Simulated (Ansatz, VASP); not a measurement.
# AlN in VASP and in Ansatz

```xyz
4
Lattice="3.3808 0.0000 0.0000 -1.6904 2.9279 0.0000 0.0000 0.0000 3.9756" Properties=species:S:1:pos:R:3 pbc="T T T"
Al    0.0000    1.9519    2.9817
Al    1.6904    0.9760    0.9939
N     0.0000    1.9519    0.9939
N     1.6904    0.9760    2.9817
```

Alike in both runs: task single point; functional PBEsol; k mesh 9 × 9 × 6; occupations gaussian, width 0.05 eV; no spin polarisation.

|  | VASP | Ansatz |
| --- | --- | --- |
| version | VASP 6.6.1 | Ansatz 0.2.0 |
| potentials or method | VASP PAW PBE potentials, release 64 (Al, N), cutoff 520 eV | scalar-relativistic, plane waves, PAW |
| valence electrons in the cell | 16 | 16 |

|  | VASP | Ansatz | Ansatz less VASP |
| --- | --- | --- | --- |
| gap on the k mesh at the Fermi level (eV) | 3.47 | 3.46 | -0.011 |
| least direct gap on the mesh (eV) | 3.47 | 3.46 | -0.011 |
| pressure (GPa) | -1.4 | -1.3 | +0.08 |
| traceless stress, the component that is largest in VASP (GPa) | 9.43 | 9.38 | -0.056 |

VASP's potentials were made for PBE, not for PBEsol. The functional is the same, so the differences come from potentials, cutoffs and numerics.
